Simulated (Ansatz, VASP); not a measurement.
**Two plane-wave programs on Zr2SeS2**

```
Zr Se S
1.0
     5.02513    0.00000    0.00000
     0.00000    5.02513    0.00000
     0.00000    0.00000    4.68740
Zr Se S
2 1 2
Direct
  0.00000 0.50000 0.00000
  0.50000 0.00000 0.00000
  0.50000 0.50000 0.00000
  0.50000 0.50000 0.50000
  0.00000 0.00000 0.50000
```

Alike in both runs: functional PBE; k mesh 8 × 8 × 8; occupations gaussian, width 0.1 eV; no spin polarisation.

Ansatz relaxed the structure, and its values are those at the end. VASP's run is a single point on that final structure, the one shown.

|  | VASP | Ansatz |
| --- | --- | --- |
| version | VASP 6.6.1 | Ansatz 0.2.0 |
| potentials or method | VASP PAW PBE potentials, release 64 (Zr_sv, Se, S), cutoff 520 eV | scalar-relativistic, plane waves, PAW |
| valence electrons in the cell | 42 | 52 |

```csv
,VASP,Ansatz,Ansatz less VASP
gap on the k mesh at the Fermi level (eV),none,none,-
pressure (GPa),0.1,0.0,-0.08
```

A gap of «none» marks a metal or a gap that the smearing closes. With one functional, cell and mesh, what is left measures potentials, basis and numerics. VASP's potentials hold 42 valence electrons a cell and Ansatz's 52, so a difference there can come from the potentials and not from the codes.
